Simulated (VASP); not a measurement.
# CoSi2 (Fm-3m) in VASP: further runs

Runs on CoSi2. Level: r2SCAN. Tasks: single point, relaxation of cell and atoms.

Everything below comes from runs of VASP 6.6.1. Logs are shortened: lines on timing, memory, paths and dates and some standing lists are left out, and cuts for length are marked.

**1. The cell of the first run**

It takes space group Fm-3m (No. 225, cubic). The conventional cell has a = 5.315 Å, b = 5.315 Å, c = 5.315 Å, α = 90.00°, β = 90.00°, γ = 90.00°. Within 3.0 Å of Co (site symmetry m-3m) lie 8 Si at 2.30 Å. Within 3.0 Å of Si (site symmetry -43m) lie 4 Co at 2.30 Å and 6 Si at 2.66 Å.

**2. Single point, r2SCAN**

Contents of POSCAR:

```
CoSi2
1.0
    0.0000000000      2.6575439889      2.6575439889
    2.6575439889      0.0000000000      2.6575439889
    2.6575439889      2.6575439889      0.0000000000
Co Si
1 2
Direct
    0.0000000000      0.0000000000      0.0000000000
    0.2500000000      0.2500000000      0.2500000000
    0.7500000000      0.7500000000      0.7500000000
```

Contents of INCAR.step1:

```
ALGO = Normal
EDIFF = 1E-4
ENCUT = 520
GGA = PE
ISMEAR = 0
LASPH = True
LCHARG = False
LREAL = False
LWAVE = True
NBANDS = 16
NELM = 100
PREC = Accurate
SIGMA = 0.1
```

Contents of INCAR.step2:

```
ALGO = Normal
EDIFF = 1E-6
ENCUT = 520
ISIF = 2
ISMEAR = 0
ISTART = 1
LASPH = True
LCHARG = False
LMIXTAU = True
LREAL = False
LWAVE = False
METAGGA = R2SCAN
NBANDS = 16
NELM = 100
PREC = Accurate
SIGMA = 0.1
```

Contents of KPOINTS:

```
k-points
0
Gamma
  14 14 14
```

Potentials or basis: VASP PAW PBE potentials, release 64 (Co, Si).

Run with:

```sh
> cat potpaw_PBE.64/Co/POTCAR potpaw_PBE.64/Si/POTCAR > POTCAR
> cp INCAR.step1 INCAR
> mpirun -np 1 vasp_std > vasp.out
> cp INCAR.step2 INCAR
> mpirun -np 1 vasp_std > vasp.out
```

OUTCAR:

```text
EDIFF = 1E-6
   ENCUT = 520
   ISIF = 2
   ISMEAR = 0
   ISTART = 1
   LASPH = True
   LREAL = False
   METAGGA = R2SCAN
   NELM = 100
   PREC = Accurate

 ion  position               nearest neighbor table
   1  0.000  0.000  0.000-   3 2.30   3 2.30   3 2.30   2 2.30   3 2.30   2 2.30   2 2.30   2 2.30

   2  0.250  0.250  0.250-   1 2.30   1 2.30   1 2.30   1 2.30   3 2.66   3 2.66   3 2.66   3 2.66
                             3 2.66   3 2.66
   3  0.750  0.750  0.750-   1 2.30   1 2.30   1 2.30   1 2.30   2 2.66   2 2.66   2 2.66   2 2.66
                             2 2.66   2 2.66

  LATTYP: Found a face centered cubic cell.
 ALAT       =     5.3150879778

  Lattice vectors:

 A1 = (   0.0000000000,   2.6575439889,   2.6575439889)
 A2 = (   2.6575439889,   0.0000000000,   2.6575439889)
 A3 = (   2.6575439889,   2.6575439889,   0.0000000000)

Analysis of symmetry for initial positions (statically):
=====================================================================
 Subroutine PRICEL returns:
 Original cell was already a primitive cell.

 Routine SETGRP: Setting up the symmetry group for a
 face centered cubic supercell.

 Subroutine GETGRP returns: Found 48 space group operations
 (whereof 48 operations were pure point group operations)
 out of a pool of 48 trial point group operations.

The static configuration has the point symmetry O_h .

Analysis of symmetry for dynamics (positions and initial velocities):
=====================================================================
 Subroutine PRICEL returns:
 Original cell was already a primitive cell.

 Routine SETGRP: Setting up the symmetry group for a
 face centered cubic supercell.

 Subroutine GETGRP returns: Found 48 space group operations
 (whereof 48 operations were pure point group operations)
 out of a pool of 48 trial point group operations.

The dynamic configuration has the point symmetry O_h .

 Subroutine INISYM returns: Found 48 space group operations
 (whereof 48 operations are pure point group operations),
 and found     1 'primitive' translations

----------------------------------------------------------------------------------------

                                     Primitive cell

  volume of cell :      37.5380

  direct lattice vectors                    reciprocal lattice vectors
     0.000000000  2.657543989  2.657543989    -0.188143640  0.188143640  0.188143640
     2.657543989  0.000000000  2.657543989     0.188143640 -0.188143640  0.188143640
     2.657543989  2.657543989  0.000000000     0.188143640  0.188143640 -0.188143640

  length of vectors
     3.758334752  3.758334752  3.758334752     0.325874344  0.325874344  0.325874344

  position of ions in fractional coordinates (direct lattice)
     0.000000000  0.000000000  0.000000000
     0.250000000  0.250000000  0.250000000
     0.750000000  0.750000000  0.750000000

  ion indices of the primitive-cell ions
   primitive index   ion index
                 1           1
                 2           2
                 3           3

----------------------------------------------------------------------------------------

 KPOINTS: k-points

Automatic generation of k-mesh.
 Grid dimensions read from file:
 generate k-points for:   14   14   14

 Generating k-lattice:

  Cartesian coordinates                     Fractional coordinates (reciprocal lattice)
    -0.013438831  0.013438831  0.013438831     0.071428571  0.000000000  0.000000000
     0.013438831 -0.013438831  0.013438831     0.000000000  0.071428571  0.000000000
     0.013438831  0.013438831 -0.013438831     0.000000000  0.000000000  0.071428571

  Length of vectors
     0.023276739  0.023276739  0.023276739

  Shift w.r.t. Gamma in fractional coordinates (k-lattice)
     0.000000000  0.000000000  0.000000000

 Subroutine IBZKPT returns following result:
 ===========================================

 Found    104 irreducible k-points:

 Following reciprocal coordinates:
            Coordinates               Weight
  0.000000  0.000000  0.000000      1.000000
  0.071429  0.000000  0.000000      8.000000
  0.142857  0.000000  0.000000      8.000000
  0.214286  0.000000  0.000000      8.000000
  0.285714  0.000000  0.000000      8.000000
  0.357143  0.000000  0.000000      8.000000
[... 16 lines left out ...]
  0.214286  0.142857  0.000000     24.000000
  0.285714  0.142857  0.000000     24.000000
 [... further k-points ...]
   k-points           NKPTS =    104   k-points in BZ     NKDIM =    104   number of bands    NBANDS=     16
   number of dos      NEDOS =    301   number of ions     NIONS =      3
   total plane-waves  NPLWV =  21952
   dimension x,y,z NGX =    28 NGY =   28 NGZ =   28
   dimension x,y,z NGXF=    56 NGYF=   56 NGZF=   56
   ions per type =               1   2
   NGX,Y,Z   is equivalent  to a cutoff of  12.39, 12.39, 12.39 a.u.
   NGXF,Y,Z  is equivalent  to a cutoff of  24.77, 24.77, 24.77 a.u.
 SYSTEM =  unknown system
   PREC   = accura    normal or accurate (medium, high low for compatibility)
   ISTART =      1    job   : 0-new  1-cont  2-samecut
   ICHARG =      0    charge: 1-file 2-atom 10-const
   ISPIN  =      1    spin polarized calculation?
   LNONCOLLINEAR =      F non collinear calculations
   LSORBIT =      F    spin-orbit coupling
   LASPH  =      T    aspherical Exc in radial PAW
   ENCUT  =  520.0 eV  38.22 Ry    6.18 a.u.   6.99  6.99  6.99*2*pi/ulx,y,z
   NELM   =    100;   NELMIN=  2; NELMDL=  0     # of ELM steps
   EDIFF  = 0.1E-05   stopping-criterion for ELM
   LREAL  =      F    real-space projection
   EDIFFG = 0.1E-04   stopping-criterion for IOM
   NSW    =      0    number of steps for IOM
   IBRION =     -1    ionic relax: 0-MD 1-quasi-New 2-CG
   NFREE  =      0    steps in history (QN), initial steepest desc. (CG)
   ISIF   =      2    stress and relaxation
   ISYM   =      2    0-nonsym 1-usesym 2-fastsym
   POTIM  = 0.5000    time-step for ionic-motion
   TEBEG  =    0.0;   TEEND  =   0.0 temperature during run
   PSTRESS=    0.0 pullay stress
   NELECT =      17.0000    total number of electrons
   NUPDOWN=      -1.0000    fix difference up-down
   EMIN   =  10.00;   EMAX   =-10.00  energy-range for DOS
   EFERMI =   0.00;   METHOD = LEGACY
   ISMEAR =     0;   SIGMA  =   0.10  broadening in eV -4-tet -1-fermi 0-gaus
   EFERMI_NEDOS =   21; number of points for ismear=-14 and -15
   IALGO  =     38    algorithm
   IMIX   =      4    mixing-type and parameters
     AMIX     =   0.40;   BMIX     =  1.00
     AMIX_MAG =   1.60;   BMIX_MAG =  1.00
  volume/ion in A,a.u.               =      12.51        84.44
  Fermi-wavevector in a.u.,A,eV,Ry     =   1.257189  2.375743 21.504347  1.580525
  Thomas-Fermi vector in A             =   2.390860
   LORBIT       =      0    0 simple, 1 ext, 2 COOP (PROOUT), +10 PAW based schemes
   METAGGA = R2SCAN    functional components
   LHFCALC =     F    Hartree Fock is set to
   AEXX    =    0.0000 exact exchange contribution
   IVDW    =     0    specifies the selected vdW correction
   LEPSILON=     F    determine dielectric tensor
   LRPA    =     F    only Hartree local field effects (RPA)
 non-spin polarized calculation
 Gauss-broadening in eV      SIGMA  =   0.10
  energy-cutoff  :      520.00
  volume of cell :       37.54
 maximum number of plane-waves:      1026
   NGX = 13   NGY = 13   NGZ = 13

 number of electron      17.0000004 magnetization

 Free energy of the ion-electron system (eV)
  ---------------------------------------------------
  ext. energy  EPLUGINS =         0.00000000
  ---------------------------------------------------
  free energy    TOTEN  =       -32.01137083 eV

  energy without entropy =      -32.00655117  energy(sigma->0) =      -32.00896100

 E-fermi :  10.3196     XC(G=0): -12.6572

 val. band max:       10.3176604147   @ k =  -0.2857   0.2143   0.0714
 cond. band min:      10.3297656892   @ k =   0.3571   0.0714   0.0000
 fundamental gap:      0.0121052745
 Fermi energy:        10.3195668223

 k-point     1 :       0.0000    0.0000    0.0000
  band No.  band energies     occupation
      1      -3.6600      2.00000
      2       5.9465      2.00000
      3       5.9465      2.00000
      4       5.9465      2.00000
      5       8.2162      2.00000
      6       8.2162      2.00000
[... 8 lines left out ...]
     15      16.5655      0.00000
     16      16.5655      0.00000

 k-point     2 :       0.0714    0.0000    0.0000
  band No.  band energies     occupation
      1      -3.5769      2.00000
      2       5.7551      2.00000
      3       5.9766      2.00000
      4       5.9766      2.00000
      5       8.1914      2.00000
      6       8.1914      2.00000
[... 8 lines left out ...]
     15      16.2261      0.00000
     16      16.4214      0.00000

 k-point     3 :       0.1429    0.0000    0.0000
  band No.  band energies     occupation
      1      -3.3285      2.00000
      2       5.2204      2.00000
      3       6.0613      2.00000
      4       6.0613      2.00000
      5       8.1321      2.00000
      6       8.1321      2.00000
[... 8 lines left out ...]
     15      16.0711      0.00000
     16      16.7322      0.00000

 k-point     4 :       0.2143    0.0000    0.0000
  band No.  band energies     occupation
      1      -2.9186      2.00000
      2       4.4227      2.00000
      3       6.1826      2.00000
      4       6.1826      2.00000
      5       8.0797      2.00000
      6       8.0797      2.00000
[... 8 lines left out ...]
     15      16.8927      0.00000
     16      17.9221      0.00000
[... 324 lines left out ...]
 k-point    22 :       0.1429    0.1429    0.0000
  band No.  band energies     occupation
      1      -3.2181      2.00000
      2       5.3363      2.00000
      3       5.9647      2.00000
      4       5.9647      2.00000
      5       7.7927      2.00000
      6       8.3290      2.00000
[... 8 lines left out ...]
     15      17.2565      0.00000
     16      17.2565      0.00000

 k-point    23 :       0.2143    0.1429    0.0000
  band No.  band energies     occupation
      1      -2.9171      2.00000
      2       4.8875      2.00000
      3       6.0028      2.00000
      4       6.0518      2.00000
      5       7.5584      2.00000
      6       8.3712      2.00000
[... 8 lines left out ...]
     15      18.1427      0.00000
     16      18.2905      0.00000

 k-point    24 :       0.2857    0.1429    0.0000
  band No.  band energies     occupation
      1      -2.4575      2.00000
      2       4.1515      2.00000
      3       6.0841      2.00000
      4       6.1792      2.00000
      5       7.3519      2.00000
      6       8.4161      2.00000
[... 8 lines left out ...]
     15      19.2117      0.00000
     16      19.5646      0.00000

 [... further k-points ...]
[... 5 lines left out ...]
  --------------------------------------------------------------------------------------
  -------------------------------------------------------------------------------------
  Total       -0.0225821     -0.0225821     -0.0225821     -0.0000000      0.0000000     -0.0000000
  in kB       -0.9638359     -0.9638359     -0.9638359     -0.0000000      0.0000000     -0.0000000
  external PRESSURE =      -0.9638359 kB  Pullay stress =       0.0000000 kB

 VOLUME and BASIS-vectors are now :
 -----------------------------------------------------------------------------
  energy-cutoff  :      520.00
  volume of cell :       37.54
      direct lattice vectors                 reciprocal lattice vectors
     0.000000000  2.657543989  2.657543989    -0.188143640  0.188143640  0.188143640
     2.657543989  0.000000000  2.657543989     0.188143640 -0.188143640  0.188143640
     2.657543989  2.657543989  0.000000000     0.188143640  0.188143640 -0.188143640

 POSITION                                       TOTAL-FORCE (eV/Angst)
 -----------------------------------------------------------------------------------
      0.00000      0.00000      0.00000        -0.000000      0.000000     -0.000000
      1.32877      1.32877      1.32877        -0.000000     -0.000000     -0.000000
      3.98632      3.98632      3.98632         0.000000      0.000000      0.000000
 -----------------------------------------------------------------------------------
    total drift:                               -0.000000     -0.000000      0.000000

  FREE ENERGIE OF THE ION-ELECTRON SYSTEM (eV)
  ---------------------------------------------------
  free  energy   TOTEN  =       -32.0113708270 eV

  energy  without entropy=      -32.0065511665  energy(sigma->0) =      -32.00896100
```

It took 2.3 min on 1 thread of Intel Xeon Platinum 8488C (Sapphire Rapids), shared host; peak memory 0.2 GiB.

What came out:

```
Free energy : -32.0114 eV
Pressure    : -0.1 GPa
```

Caveat: the PAW data sets were made with another functional, which shifts forces and pressure a little. Spin polarisation is off, so any magnetic state and its effect on volume and gap are missing.

**3. Relaxation of cell and atoms, r2SCAN**

This run uses another cell than the first one, of 12.83 Å³/atom, 1.025 times its volume.

Contents of POSCAR:

```
CoSi2
1.0
    0.0000000000      2.6799218094      2.6799218094
    2.6799218094      0.0000000000      2.6799218094
    2.6799218094      2.6799218094      0.0000000000
Co Si
1 2
Direct
    0.0000000000      0.0000000000      0.0000000000
    0.2500000000      0.2500000000      0.2500000000
    0.7500000000      0.7500000000      0.7500000000
```

Contents of INCAR.step1:

```
SYSTEM = CoSi2
PREC     = Accurate       ! precision mode
ENCUT    = 600            ! plane-wave cutoff, eV
ISMEAR   = 0              ! smearing method
SIGMA    = 0.1            ! smearing width, eV
LREAL    = .FALSE.        ! projectors in reciprocal space
LASPH    = .TRUE.         ! aspherical terms in the spheres
NELM     = 100            ! most SCF steps
GGA      = PE             ! functional
ALGO     = Normal         ! electronic algorithm
EDIFF    = 1E-4           ! SCF threshold, eV
LWAVE    = .TRUE.         ! write WAVECAR
LCHARG   = .FALSE.        ! write CHGCAR
```

Contents of INCAR.step2:

```
SYSTEM = CoSi2
PREC     = Accurate       ! precision mode
ENCUT    = 600            ! plane-wave cutoff, eV
EDIFF    = 1E-6           ! SCF threshold, eV
ISMEAR   = 0              ! smearing method
SIGMA    = 0.1            ! smearing width, eV
LREAL    = .FALSE.        ! projectors in reciprocal space
LASPH    = .TRUE.         ! aspherical terms in the spheres
NELM     = 100            ! most SCF steps
ALGO     = Normal         ! electronic algorithm
ISIF     = 3              ! what is computed and relaxed
LWAVE    = .FALSE.        ! write WAVECAR
LCHARG   = .FALSE.        ! write CHGCAR
METAGGA  = R2SCAN         ! meta-GGA
LMIXTAU  = .TRUE.       
IBRION   = 2              ! ionic algorithm
NSW      = 70             ! ionic steps
EDIFFG   = -0.005         ! ionic threshold
ISTART   = 1
```

Contents of KPOINTS:

```
regular mesh
0
G
  14 14 14
  0 0 0
```

Potentials or basis: VASP PAW PBE potentials, release 64 (Co, Si).

Run with:

```sh
> cat potpaw_PBE.64/Co/POTCAR potpaw_PBE.64/Si/POTCAR > POTCAR
> cp INCAR.step1 INCAR
> mpirun -np 1 vasp_std > vasp.out
> cp INCAR.step2 INCAR
> mpirun -np 1 vasp_std > vasp.out
```

It took 6.5 min on 1 thread of Intel Xeon Platinum 8488C (Sapphire Rapids), shared host; peak memory 0.22 GiB.

Results (log left out):

```yaml
Free_energy: -32.0116 eV
Relaxed_volume: 12.50 Å³/atom
Relaxed_cell: a = 3.757 Å, b = 3.757 Å, c = 3.757 Å, α = 60.00°, β = 60.00°, γ = 60.00°
Space_group_after_relaxing_to_0.05_Å: Fm-3m (No. 225)
Energy_gained_by_relaxing: 5.1 meV/atom
Ionic_steps: 3
Pressure_after_relaxing: 0.0 GPa
```

The path:
| step | energy change (eV) | largest force (eV/Å) | pressure (GPa) | volume (Å³) |
| --- | --- | --- | --- | --- |
| 1 | 0.0000 | 0.0000 | -4.83 | 38.49 |
| 2 | 0.0070 | 0.0000 | 6.52 | 36.38 |
| 3 | -0.0153 | 0.0000 | -0.03 | 37.51 |

Final structure:
```yaml
crystal:
  lattice:
    - [0.00000, 2.65695, 2.65695]
    - [2.65695, 0.00000, 2.65695]
    - [2.65695, 2.65695, 0.00000]
  atoms:
    - { symbol: Co, position: [0.00000, 0.00000, 0.00000] }
    - { symbol: Si, position: [0.25000, 0.25000, 0.25000] }
    - { symbol: Si, position: [0.75000, 0.75000, 0.75000] }
```

Levels at points of the mesh, in eV from the Fermi level:
```tsv
k point	band 6	band 7	band 8	band 9	band 10	band 11	band 12
(0.00, 0.00, 0.00)	-2.11	1.50	3.59	3.59	3.71	3.71	3.71
(0.50, 0.00, 0.00)	-1.75	-1.75	-0.57	-0.57	3.24	3.68	3.68
(0.50, 0.50, 0.00)	-2.09	-2.04	-2.04	-1.47	1.89	3.18	8.99
```

Caveat: the PAW data sets were made with another functional, which shifts forces and pressure a little.
